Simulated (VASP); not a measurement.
**Ta2N: single point with PBEsol**

Ta2N:

```xyz
3
Lattice="3.1140 0.0000 0.0000 -1.5570 2.6968 0.0000 0.0000 0.0000 4.8557" Properties=species:S:1:pos:R:3 pbc="T T T"
Ta    1.5570    0.8989    3.6342
Ta    0.0000    1.7979    1.2215
N     0.0000    0.0000    0.0000
```

```yaml
Program: VASP 6.6.1
Task: single point
Functional: PBEsol
Potentials_or_basis: VASP PAW PBE potentials, release 64 (Ta_pv, N)
Cutoff: 520 eV
k_mesh: 18 × 18 × 10
Occupations: gaussian, width 0.1 eV
Spin: no spin polarisation
```

The pressure is -7.4 GPa, the largest force is 0.052 eV/Å and the band gap on the k mesh is zero (an odd number of electrons rules out a gap without spin polarisation).

Forces in eV/Å, atoms in the order of the input:
```
Ta   0.000  0.000 -0.052
Ta   0.000  0.000  0.052
N    0.000  0.000  0.000
```

Stress tensor (GPa, compression positive):
```
-7.32  0.00  0.00
 0.00 -7.32  0.00
 0.00  0.00 -7.42
```

Levels at points of the mesh, in eV from the Fermi level:
| k point | band 9 | band 10 | band 11 | band 12 | band 13 | band 14 | band 15 | band 16 | band 17 | band 18 |
| --- | --- | --- | --- | --- | --- | --- | --- | --- | --- | --- |
| (0.00, 0.00, 0.00) | -6.18 | -6.18 | -4.88 | -0.62 | -0.26 | -0.26 | 0.25 | 0.25 | 0.41 | 1.28 |
| (0.50, 0.00, 0.00) | -6.51 | -6.44 | -4.53 | -2.57 | -1.36 | 1.89 | 1.90 | 3.63 | 3.95 | 4.27 |
| (0.00, 0.00, 0.50) | -6.34 | -6.34 | -2.70 | -2.66 | -1.15 | -1.15 | 1.82 | 1.85 | 2.23 | 2.23 |
| (0.50, 0.00, 0.50) | -6.67 | -6.19 | -3.32 | -2.11 | -2.08 | -0.07 | 0.82 | 3.20 | 3.42 | 4.00 |

It took 73 s on 1 thread of Intel(R) Xeon(R) 6975P-C (Granite Rapids), on a shared host, peak memory 0.35 GiB.

Caveat: the cell stands under tension; the PAW data sets were made with another functional, which shifts forces and pressure a little; spin-orbit coupling is left out, which moves the levels of the heavy elements.
